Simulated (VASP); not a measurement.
# AlN (Cmc2_1) in VASP: a series of runs

The runs below take AlN through single point, with r2SCAN, PBE.

Everything below comes from runs of VASP 6.6.1. Logs are shortened: lines on timing, memory, paths and dates and some standing lists are left out, and cuts for length are marked.

**1. The cell of the first run**

The typed cell holds 8 atoms: a = 3.130 Å, b = 3.130 Å, c = 10.035 Å, α = 90.00°, β = 90.00°, γ = 120.00°.

**2. Single point, r2SCAN**

POSCAR reads:

```
AlN
1.0
    3.1297569567      0.0000000294      0.0000000000
   -1.5648785038      2.7104490170      0.0000000000
    0.0000000000      0.0000000000     10.0348065900
Al N
4 4
Direct
    0.6668378026      0.3331638922      0.2496407057
    0.3331638922      0.6668378026      0.4996407057
    0.6668378026      0.3331638922      0.7496407057
    0.3331638922      0.6668378026      0.9996407057
    0.6663407857      0.3336575196      0.4403592943
    0.3336575196      0.6663407857      0.1903592943
    0.6663407857      0.3336575196      0.9403592943
    0.3336575196      0.6663407857      0.6903592943
```

INCAR.step1 reads:

```
  ALGO = Normal
  EDIFF = 1E-4
  ENCUT = 520
  GGA = PE
  ISMEAR = -1
  ISYM = 0
  LASPH = True
  LCHARG = False
  LREAL = False
  LWAVE = True
  NBANDS = 26
  NELM = 100
  PREC = Accurate
  SIGMA = 0.01
```

INCAR.step2 reads:

```
  ALGO = Normal
  EDIFF = 1E-6
  ENCUT = 520
  ISIF = 2
  ISMEAR = -1
  ISTART = 1
  ISYM = 0
  LASPH = True
  LCHARG = False
  LMIXTAU = True
  LREAL = False
  LWAVE = False
  METAGGA = R2SCAN
  NBANDS = 26
  NELM = 100
  PREC = Accurate
  SIGMA = 0.01
```

KPOINTS reads:

```
Automatic mesh
0
Gamma
  3 3 1
  0.25 0.25 0.25
```

Potentials or basis: VASP PAW PBE potentials, release 64 (Al, N).

Started as:

```
$ cat potpaw_PBE.64/Al/POTCAR potpaw_PBE.64/N/POTCAR > POTCAR
$ cp INCAR.step1 INCAR
$ mpirun -np 1 vasp_std > vasp.out
$ cp INCAR.step2 INCAR
$ mpirun -np 1 vasp_std > vasp.out
```

OUTCAR:

```text
EDIFF = 1E-6
   ENCUT = 520
   ISIF = 2
   ISMEAR = -1
   ISTART = 1
   ISYM = 0
   LASPH = True
   LREAL = False
   METAGGA = R2SCAN
   NELM = 100
   PREC = Accurate

 ion  position               nearest neighbor table
   1  0.667  0.333  0.250-   6 1.90   6 1.90   6 1.90   5 1.91   4 3.09   2 3.09   2 3.09   4 3.09
                             4 3.09   2 3.09
   2  0.333  0.667  0.500-   5 1.90   5 1.90   5 1.90   8 1.91   1 3.09   3 3.09   3 3.09   1 3.09
                             3 3.09   1 3.09
   3  0.667  0.333  0.750-   8 1.90   8 1.90   8 1.90   7 1.91   4 3.09   2 3.09   2 3.09   4 3.09
                             4 3.09   2 3.09
   4  0.333  0.667  1.000-   7 1.90   7 1.90   7 1.90   6 1.91   1 3.09   3 3.09   3 3.09   1 3.09
                             3 3.09   1 3.09
   5  0.666  0.334  0.440-   2 1.90   2 1.90   2 1.90   1 1.91
   6  0.334  0.666  0.190-   1 1.90   1 1.90   1 1.90   4 1.91
   7  0.666  0.334  0.940-   4 1.90   4 1.90   4 1.90   3 1.91
   8  0.334  0.666  0.690-   3 1.90   3 1.90   3 1.90   2 1.91

IMPORTANT INFORMATION: All symmetrisations will be switched off!
NOSYMM: (Re-)initialisation of all symmetry stuff for point group C_1.

----------------------------------------------------------------------------------------

                                     Primitive cell

  volume of cell :      85.1257

  direct lattice vectors                    reciprocal lattice vectors
     3.129756957  0.000000029  0.000000000     0.319513626  0.184471282  0.000000000
    -1.564878504  2.710449017  0.000000000    -0.000000003  0.368942558  0.000000000
     0.000000000  0.000000000 10.034806590     0.000000000  0.000000000  0.099653141

  length of vectors
     3.129756957  3.129756956 10.034806590     0.368942558  0.368942558  0.099653141

  position of ions in fractional coordinates (direct lattice)
     0.666837803  0.333163892  0.249640706
     0.333163892  0.666837803  0.499640706
     0.666837803  0.333163892  0.749640706
     0.333163892  0.666837803  0.999640706
     0.666340786  0.333657520  0.440359294
     0.333657520  0.666340786  0.190359294
     0.666340786  0.333657520  0.940359294
     0.333657520  0.666340786  0.690359294

  ion indices of the primitive-cell ions
   primitive index   ion index
                 1           1
                 2           2
                 3           3
                 4           4
                 5           5
                 6           6
                 7           7
                 8           8

----------------------------------------------------------------------------------------

 KPOINTS: Automatic mesh

Automatic generation of k-mesh.
 Grid dimensions read from file:
 generate k-points for:    3    3    1

 Generating k-lattice:

  Cartesian coordinates                     Fractional coordinates (reciprocal lattice)
     0.106504542  0.061490427  0.000000000     0.333333333  0.000000000  0.000000000
    -0.000000001  0.122980853  0.000000000     0.000000000  0.333333333  0.000000000
     0.000000000  0.000000000  0.099653141     0.000000000  0.000000000  1.000000000

  Length of vectors
     0.122980853  0.122980853  0.099653141

  Shift w.r.t. Gamma in fractional coordinates (k-lattice)
     0.250000000  0.250000000  0.250000000

 Subroutine IBZKPT returns following result:
 ===========================================

 Found     54 irreducible k-points:

 Following reciprocal coordinates:
            Coordinates               Weight
  0.083333  0.083333  0.250000      2.000000
 -0.083333  0.166667  0.250000      2.000000
 -0.166667  0.083333  0.250000      2.000000
 -0.083333 -0.083333  0.250000      2.000000
  0.083333 -0.166667  0.250000      2.000000
  0.166667 -0.083333  0.250000      2.000000
[... 16 lines left out ...]
  0.083333  0.166667  0.250000      2.000000
 -0.166667  0.250000  0.250000      2.000000
 [... further k-points ...]
   k-points           NKPTS =     54   k-points in BZ     NKDIM =     54   number of bands    NBANDS=     26
   number of dos      NEDOS =    301   number of ions     NIONS =      8
   total plane-waves  NPLWV =  46080
   dimension x,y,z NGX =    24 NGY =   24 NGZ =   80
   dimension x,y,z NGXF=    48 NGYF=   48 NGZF=  160
   ions per type =               4   4
   NGX,Y,Z   is equivalent  to a cutoff of  12.75, 12.75, 13.25 a.u.
   NGXF,Y,Z  is equivalent  to a cutoff of  25.50, 25.50, 26.51 a.u.
 SYSTEM =  unknown system
   PREC   = accura    normal or accurate (medium, high low for compatibility)
   ISTART =      1    job   : 0-new  1-cont  2-samecut
   ICHARG =      0    charge: 1-file 2-atom 10-const
   ISPIN  =      1    spin polarized calculation?
   LNONCOLLINEAR =      F non collinear calculations
   LSORBIT =      F    spin-orbit coupling
   LASPH  =      T    aspherical Exc in radial PAW
   ENCUT  =  520.0 eV  38.22 Ry    6.18 a.u.   5.82  5.82 18.66*2*pi/ulx,y,z
   NELM   =    100;   NELMIN=  2; NELMDL=  0     # of ELM steps
   EDIFF  = 0.1E-05   stopping-criterion for ELM
   LREAL  =      F    real-space projection
   EDIFFG = 0.1E-04   stopping-criterion for IOM
   NSW    =      0    number of steps for IOM
   IBRION =     -1    ionic relax: 0-MD 1-quasi-New 2-CG
   NFREE  =      0    steps in history (QN), initial steepest desc. (CG)
   ISIF   =      2    stress and relaxation
   ISYM   =      0    0-nonsym 1-usesym 2-fastsym
   POTIM  = 0.5000    time-step for ionic-motion
   TEBEG  =    0.0;   TEEND  =   0.0 temperature during run
   PSTRESS=    0.0 pullay stress
   NELECT =      32.0000    total number of electrons
   NUPDOWN=      -1.0000    fix difference up-down
   EMIN   =  10.00;   EMAX   =-10.00  energy-range for DOS
   EFERMI =   0.00;   METHOD = LEGACY
   ISMEAR =    -1;   SIGMA  =   0.01  broadening in eV -4-tet -1-fermi 0-gaus
   EFERMI_NEDOS =   21; number of points for ismear=-14 and -15
   IALGO  =     38    algorithm
   IMIX   =      4    mixing-type and parameters
     AMIX     =   0.40;   BMIX     =  1.00
     AMIX_MAG =   1.60;   BMIX_MAG =  1.00
  volume/ion in A,a.u.               =      10.64        71.81
  Fermi-wavevector in a.u.,A,eV,Ry     =   1.181511  2.232733 18.993310  1.395969
  Thomas-Fermi vector in A             =   2.317783
   LORBIT       =      0    0 simple, 1 ext, 2 COOP (PROOUT), +10 PAW based schemes
   METAGGA = R2SCAN    functional components
   LHFCALC =     F    Hartree Fock is set to
   AEXX    =    0.0000 exact exchange contribution
   IVDW    =     0    specifies the selected vdW correction
   LEPSILON=     F    determine dielectric tensor
   LRPA    =     F    only Hartree local field effects (RPA)
 non-spin polarized calculation
  energy-cutoff  :      520.00
  volume of cell :       85.13
 maximum number of plane-waves:      2300
   NGX = 11   NGY = 11   NGZ = 37

 number of electron      31.9999996 magnetization

 Free energy of the ion-electron system (eV)
  ---------------------------------------------------
  ext. energy  EPLUGINS =         0.00000000
  ---------------------------------------------------
  free energy    TOTEN  =       -76.99271316 eV

  energy without entropy =      -76.99271316  energy(sigma->0) =      -76.99271316

 E-fermi :   5.6845     XC(G=0): -11.3188

 val. band max:        5.4589475751   @ k =  -0.0833  -0.0833   0.2500
 cond. band min:      11.5643688850   @ k =   0.4167   0.0833   0.2500
 fundamental gap:      6.1054213099
 Fermi energy:         5.6844694493

 k-point     1 :       0.0833    0.0833    0.2500
  band No.  band energies     occupation
      1      -9.8404      2.00000
      2      -9.4108      2.00000
      3      -8.6947      2.00000
      4      -8.0666      2.00000
      5       0.2194      2.00000
      6       1.4206      2.00000
[... 18 lines left out ...]
     25      17.9814      0.00000
     26      18.2676      0.00000

 k-point     2 :      -0.0833    0.1667    0.2500
  band No.  band energies     occupation
      1      -9.8403      2.00000
      2      -9.4107      2.00000
      3      -8.6947      2.00000
      4      -8.0668      2.00000
      5       0.2195      2.00000
      6       1.4200      2.00000
[... 18 lines left out ...]
     25      17.9769      0.00000
     26      18.2634      0.00000

 k-point     3 :      -0.1667    0.0833    0.2500
  band No.  band energies     occupation
      1      -9.8403      2.00000
      2      -9.4107      2.00000
      3      -8.6947      2.00000
      4      -8.0668      2.00000
      5       0.2195      2.00000
      6       1.4200      2.00000
[... 18 lines left out ...]
     25      17.9769      0.00000
     26      18.2950      0.00000

 k-point     4 :      -0.0833   -0.0833    0.2500
  band No.  band energies     occupation
      1      -9.8404      2.00000
      2      -9.4108      2.00000
      3      -8.6947      2.00000
      4      -8.0666      2.00000
      5       0.2194      2.00000
      6       1.4206      2.00000
[... 18 lines left out ...]
     25      17.9814      0.00000
     26      18.2744      0.00000
[... 496 lines left out ...]
      1      -9.5216      2.00000
      2      -9.1193      2.00000
      3      -8.4607      2.00000
      4      -7.9003      2.00000
      5       0.5713      2.00000
      6       1.3817      2.00000
[... 18 lines left out ...]
     25      17.7700      0.00000
     26      17.9356      0.00000

 k-point    23 :       0.0833    0.1667    0.2500
  band No.  band energies     occupation
      1      -9.5217      2.00000
      2      -9.1194      2.00000
      3      -8.4607      2.00000
      4      -7.9000      2.00000
      5       0.5712      2.00000
      6       1.3827      2.00000
[... 18 lines left out ...]
     25      17.7742      0.00000
     26      17.9299      0.00000

 k-point    24 :      -0.1667    0.2500    0.2500
  band No.  band energies     occupation
      1      -9.5215      2.00000
      2      -9.1193      2.00000
      3      -8.4608      2.00000
      4      -7.9004      2.00000
      5       0.5714      2.00000
      6       1.3808      2.00000
[... 18 lines left out ...]
     25      17.7668      0.00000
     26      17.9304      0.00000

 [... further k-points ...]

------------------------ aborting loop because EDIFF is reached ----------------------------------------

  FORCE on cell =-STRESS in cart. coord.  units (eV):
  Direction    XX          YY          ZZ          XY          YZ          ZX
  --------------------------------------------------------------------------------------
  -------------------------------------------------------------------------------------
  Total       -2.7964280     -2.8352471     -2.3408892     -0.0336165     -0.0000846     -0.0000477
  in kB      -52.6324231    -53.3630489    -44.0585883     -0.6327064     -0.0015932     -0.0008984
  external PRESSURE =     -50.0180201 kB  Pullay stress =       0.0000000 kB

 VOLUME and BASIS-vectors are now :
 -----------------------------------------------------------------------------
  energy-cutoff  :      520.00
  volume of cell :       85.13
      direct lattice vectors                 reciprocal lattice vectors
     3.129756957  0.000000029  0.000000000     0.319513626  0.184471282  0.000000000
    -1.564878504  2.710449017  0.000000000    -0.000000003  0.368942558  0.000000000
     0.000000000  0.000000000 10.034806590     0.000000000  0.000000000  0.099653141

 POSITION                                       TOTAL-FORCE (eV/Angst)
 -----------------------------------------------------------------------------------
      1.56568      0.90302      2.50510         0.004429     -0.002646      0.021368
     -0.00080      1.80743      5.01380        -0.004507      0.002512      0.021368
      1.56568      0.90302      7.52250         0.004429     -0.002647      0.021369
     -0.00080      1.80743     10.03120        -0.004506      0.002512      0.021367
      1.56335      0.90436      4.41892         0.015778     -0.009020     -0.021368
      0.00152      1.80608      1.91022        -0.015701      0.009154     -0.021367
      1.56335      0.90436      9.43632         0.015778     -0.009019     -0.021368
      0.00152      1.80608      6.92762        -0.015701      0.009154     -0.021369
 -----------------------------------------------------------------------------------
    total drift:                               -0.000000     -0.000001     -0.049058

  FREE ENERGIE OF THE ION-ELECTRON SYSTEM (eV)
  ---------------------------------------------------
  free  energy   TOTEN  =       -76.9927131564 eV

  energy  without entropy=      -76.9927131564  energy(sigma->0) =      -76.99271316
```

Wall time 3 min (1 thread of Intel Xeon Platinum 8488C (Sapphire Rapids), shared host); peak memory 0.26 GiB.

Results:

| Property | Result |
| --- | --- |
| Free energy | -76.9927 eV |
| Pressure | -5.0 GPa |
| Largest force | 0.028 eV/Å |
| Band gap on the k mesh | 6.11 eV |

Forces in eV/Å, atoms in the order of the input:
```
Al   0.004 -0.003  0.021
Al  -0.005  0.003  0.021
Al   0.004 -0.003  0.021
Al  -0.005  0.003  0.021
N    0.016 -0.009 -0.021
N   -0.016  0.009 -0.021
N    0.016 -0.009 -0.021
N   -0.016  0.009 -0.021
```

Caveat: the cell stands under tension; the PAW data sets were made with another functional, which shifts forces and pressure a little; a shifted mesh leaves out Γ, where band edges can lie. A k mesh can miss the band edges.

**3. Single point, PBE**

This run uses another cell than the first one: it holds 36 atoms, not 8.

INCAR reads:

```
SYSTEM = AlN
PREC     = Accurate       ! precision mode
ENCUT    = 520            ! plane-wave cutoff, eV
EDIFF    = 1E-7           ! SCF threshold, eV
ISMEAR   = -1             ! smearing method
SIGMA    = 0.01           ! smearing width, eV
LREAL    = Auto         
LASPH    = .TRUE.         ! aspherical terms in the spheres
NELM     = 100            ! most SCF steps
ALGO     = Normal         ! electronic algorithm
ISIF     = 2              ! what is computed and relaxed
LWAVE    = .FALSE.        ! write WAVECAR
LCHARG   = .FALSE.        ! write CHGCAR
GGA      = PE             ! functional
NBANDS   = 96             ! bands
ISYM     = 0
```

KPOINTS reads:

```
Automatic mesh
0
Gamma
  1 1 2
  0.25 0.25 0.25
```

POSCAR reads:

```
AlN
1.0
    9.3892708700      0.0000000883      0.0000000000
   -4.6946355115      8.1313470508      0.0000000000
    0.0000000000      0.0000000000      5.0174032950
Al N
18 18
Direct
    0.2222792675      0.1110546307      0.4992814114
    0.1110546307      0.2222792675      0.9992814114
    0.2222792675      0.4443879641      0.4992814114
    0.1110546307      0.5556126009      0.9992814114
    0.2222792675      0.7777212974      0.4992814114
    0.1110546307      0.8889459342      0.9992814114
    0.5556126009      0.1110546307      0.4992814114
    0.4443879641      0.2222792675      0.9992814114
    0.5556126009      0.4443879641      0.4992814114
    0.4443879641      0.5556126009      0.9992814114
    0.5556126009      0.7777212974      0.4992814114
    0.4443879641      0.8889459342      0.9992814114
    0.8889459342      0.1110546307      0.4992814114
    0.7777212974      0.2222792675      0.9992814114
    0.8889459342      0.4443879641      0.4992814114
    0.7777212974      0.5556126009      0.9992814114
    0.8889459342      0.7777212974      0.4992814114
    0.7777212974      0.8889459342      0.9992814114
    0.2221135952      0.1112191732      0.8807185886
    0.1112191732      0.2221135952      0.3807185886
    0.2221135952      0.4445525065      0.8807185886
    0.1112191732      0.5554469286      0.3807185886
    0.2221135952      0.7778858399      0.8807185886
    0.1112191732      0.8887802619      0.3807185886
    0.5554469286      0.1112191732      0.8807185886
    0.4445525065      0.2221135952      0.3807185886
    0.5554469286      0.4445525065      0.8807185886
    0.4445525065      0.5554469286      0.3807185886
    0.5554469286      0.7778858399      0.8807185886
    0.4445525065      0.8887802619      0.3807185886
    0.8887802619      0.1112191732      0.8807185886
    0.7778858399      0.2221135952      0.3807185886
    0.8887802619      0.4445525065      0.8807185886
    0.7778858399      0.5554469286      0.3807185886
    0.8887802619      0.7778858399      0.8807185886
    0.7778858399      0.8887802619      0.3807185886
```

Potentials or basis: VASP PAW PBE potentials, release 64 (Al, N).

Started as:

```
$ cat potpaw_PBE.64/Al/POTCAR potpaw_PBE.64/N/POTCAR > POTCAR
$ mpirun -np 1 vasp_std > vasp.out
```

Wall time 10 min (1 thread of Intel Xeon Platinum 8488C (Sapphire Rapids), shared host); peak memory 0.59 GiB.

The run converged. Its results:

```
Free energy            : -268.5685 eV
Pressure               : -0.2 GPa
Largest force          : 0.024 eV/Å
Band gap on the k mesh : 5.44 eV
```

Forces on the atoms (eV/Å):
```
Al   0.007 -0.002  0.016
Al  -0.005  0.005  0.016
Al   0.006 -0.001  0.017
Al  -0.006  0.002  0.017
Al   0.007 -0.004  0.017
Al  -0.004  0.002  0.015
Al   0.004 -0.004  0.017
Al  -0.003  0.005  0.017
Al   0.003 -0.002  0.017
Al  -0.003  0.002  0.017
Al   0.003 -0.005  0.017
Al  -0.004  0.004  0.017
Al   0.004 -0.002  0.015
Al  -0.007  0.004  0.017
Al   0.005 -0.002  0.017
Al  -0.006  0.000  0.017
Al   0.005 -0.005  0.016
Al  -0.007  0.002  0.016
N    0.015 -0.008 -0.016
N   -0.015  0.009 -0.016
N    0.015 -0.008 -0.016
N   -0.015  0.009 -0.017
N    0.015 -0.009 -0.016
N   -0.015  0.009 -0.017
N    0.015 -0.008 -0.017
N   -0.015  0.009 -0.016
N    0.015 -0.009 -0.017
N   -0.015  0.009 -0.017
N    0.015 -0.009 -0.016
N   -0.015  0.008 -0.017
N    0.015 -0.009 -0.017
N   -0.015  0.009 -0.016
N    0.015 -0.009 -0.017
N   -0.015  0.009 -0.016
N    0.015 -0.009 -0.016
N   -0.015  0.008 -0.016
```

Stress tensor (GPa, compression positive):
```
-0.44 -0.07  0.00
-0.07 -0.52  0.00
 0.00  0.00  0.26
```

Levels at points of the mesh, in eV from the valence-band top:
```csv
k point,band 68,band 69,band 70,band 71,band 72,band 73,band 74,band 75,band 76,band 77
"(0.25, 0.25, 0.12)",-0.33,-0.14,-0.12,-0.12,0.00,5.49,5.76,5.79,5.79,6.07
```

Caveat: a shifted mesh leaves out Γ, where band edges can lie. A k mesh can miss the band edges.
